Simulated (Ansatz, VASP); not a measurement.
**One calculation of Si4IrPd, two programs**

```xyz
12
Lattice="5.7588 0.0000 0.0000 0.0000 5.7588 0.0000 -2.8794 -2.8794 5.7391" Properties=species:S:1:pos:R:3 pbc="T T T"
Si    1.4397    1.4623    4.3043
Si    1.4397   -1.4623    4.3043
Si   -1.4397    1.4623    4.3043
Si   -1.4397   -1.4623    4.3043
Si    1.4171    4.3191    1.4348
Si    4.3417    1.4397    1.4348
Si    4.3417    4.3191    1.4348
Si    1.4171    1.4397    1.4348
Pd    2.8794    0.0000    2.8696
Pd    2.8794    2.8794    0.0000
Ir    0.0000    2.8794    2.8696
Ir    5.7588    0.0000    0.0000
```

Alike in both runs: task single point; functional PBE; k mesh 4 × 4 × 4; occupations gaussian, width 0.2 eV; no spin polarisation.

|  | VASP | Ansatz |
| --- | --- | --- |
| version | VASP 6.6.1 | Ansatz 0.2.0 |
| potentials or method | VASP PAW PBE potentials, release 64 (Si, Pd, Ir), cutoff 520 eV | scalar-relativistic, plane waves, PAW |
| valence electrons in the cell | 70 | 102 |

|  | VASP | Ansatz | Ansatz less VASP |
| --- | --- | --- | --- |
| gap on the k mesh at the Fermi level (eV) | none | none | - |
| pressure (GPa) | -0.3 | -0.3 | -0.02 |
| traceless stress, the component that is largest in VASP (GPa) | -0.22 | -0.22 | +0.002 |
| rms of the force components (eV/Å) | 0.002 | 0.003 | +0.0013 |

Atom by atom the forces differ by 0.005 eV/Å (rms over components). A gap of «none» marks a metal or a gap that the smearing closes. With one functional, cell and mesh, what is left measures potentials, basis and numerics. VASP's potentials hold 70 valence electrons a cell and Ansatz's 102, so a difference there can come from the potentials and not from the codes.

Neither program's run includes spin-orbit coupling.
